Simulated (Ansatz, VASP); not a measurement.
## Two plane-wave programs on AlBAs2

File INCAR:

```
SYSTEM = AlBAs2
ALGO = Normal
EDIFF = 1E-6
EDIFFG = -0.04
ENCUT = 600
GGA = PE
IBRION = 2
ISIF = 3
ISMEAR = 0
LASPH = .TRUE.
LCHARG = .FALSE.
LREAL = .FALSE.
LWAVE = .FALSE.
NELM = 100
NSW = 90
PREC = Accurate
SIGMA = 0.1
```

KPOINTS

```
k-points
0
G
  6 6 6
  0 0 0
```

Contents of POSCAR:

```
AlBAs2
1.0
    1.8040835700      1.0415881400      6.6511569700
   -1.8040835700      1.0415881400      6.6511569700
    0.0000000000     -2.0831762700      6.6511569700
Al B As
1 1 2
Direct
    0.0000000000      0.0000000000      0.0000000000
    0.5000000000      0.5000000000      0.5000000000
    0.8928409800      0.8928409800      0.8928409800
    0.1071590200      0.1071590200      0.1071590200
```

Input for Ansatz:

```yaml
crystal:
  lattice:
    - [1.80408357, 1.04158814, 6.65115697]
    - [-1.80408357, 1.04158814, 6.65115697]
    - [0.0, -2.08317627, 6.65115697]
  atoms:
    - { symbol: Al, position: [0.0, 0.0, 0.0] }
    - { symbol: B, position: [0.5, 0.5, 0.5] }
    - { symbol: As, position: [0.89284098, 0.89284098, 0.89284098] }
    - { symbol: As, position: [0.10715902, 0.10715902, 0.10715902] }
basis:
  ecutwfc: 420
kpoints:
  mp_grid: { grid: [6, 6, 6] }
hamiltonian:
  xc: pbe
scf:
  occupations: { method: gaussian, width: 0.1 }
  lower_state_search: "off"
output:
  forces: true
  stress: true
  eigenvalues: true
relax:
  adjacent_minimum: "off"
  f_tol: 0.04
  max_steps: 70
  cell: { stress_tol: 0.4 }
```

Change from the starting cell: species swapped into the CuRhO2 type (R-3m, No. 166).

Alike in both runs: task relaxation of cell and atoms; functional PBE; k mesh 6 × 6 × 6; occupations gaussian, width 0.1 eV; no spin polarisation.

```csv
,VASP,Ansatz
version,VASP 6.6.1,Ansatz 0.2.0
potentials or method,"VASP PAW PBE potentials, release 64 (Al, B, As), cutoff 600 eV","scalar-relativistic, plane waves, PAW"
valence electrons in the cell,16,36
```

Ansatz gave:

| Property | Result |
| --- | --- |
| gap on the k mesh at the Fermi level, each at its own relaxed structure (eV) | none |
| relaxed volume (Å³/atom) | 16.55 |
| relaxed cell length with the largest relative difference (Å) | 7.865 |

Q: Which values does VASP return?

A: gap on the k mesh at the Fermi level, each at its own relaxed structure (eV): none; relaxed volume (Å³/atom): 16.65; relaxed cell length with the largest relative difference (Å): 7.890.

A gap of «none» marks a metal or a gap that the smearing closes. VASP's potentials hold 16 valence electrons a cell and Ansatz's 36, so a difference there can come from the potentials and not from the codes.
